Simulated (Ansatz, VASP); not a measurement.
## Two plane-wave programs on SnO

```xyz
4
Lattice="3.8202 0.0000 0.0000 0.0000 3.8202 0.0000 0.0000 0.0000 30.6328" Properties=species:S:1:pos:R:3 pbc="T T T"
Sn    2.8651    0.9550   14.1349
Sn    0.9550    2.8651   16.4979
O     0.9550    0.9550   15.3164
O     2.8651    2.8651   15.3164
```

Alike in both runs: functional PBE; dispersion D3(BJ); k mesh 6 × 6 × 1; occupations gaussian, width 0.02 eV; no spin polarisation.

Ansatz relaxed the structure, and its values are those at the end. VASP's run is a single point on that final structure, the one shown.

|  | VASP | Ansatz |
| --- | --- | --- |
| version | VASP 6.6.1 | Ansatz 0.2.0 |
| potentials or method | VASP PAW PBE potentials, release 64 (Sn_d, O_h), cutoff 910 eV | scalar-relativistic, plane waves, PAW |
| valence electrons in the cell | 40 | 40 |

|  | VASP | Ansatz | Ansatz less VASP |
| --- | --- | --- | --- |
| gap on the k mesh at the Fermi level (eV) | 3.09 | 3.11 | +0.020 |
| least direct gap on the mesh (eV) | 3.14 | 3.18 | +0.033 |
| rms of the force components (eV/Å) | 0.036 | 0.000 | -0.0364 |

Noted on VASP's run: the cutoff is short for stress, so the pressure is rough.
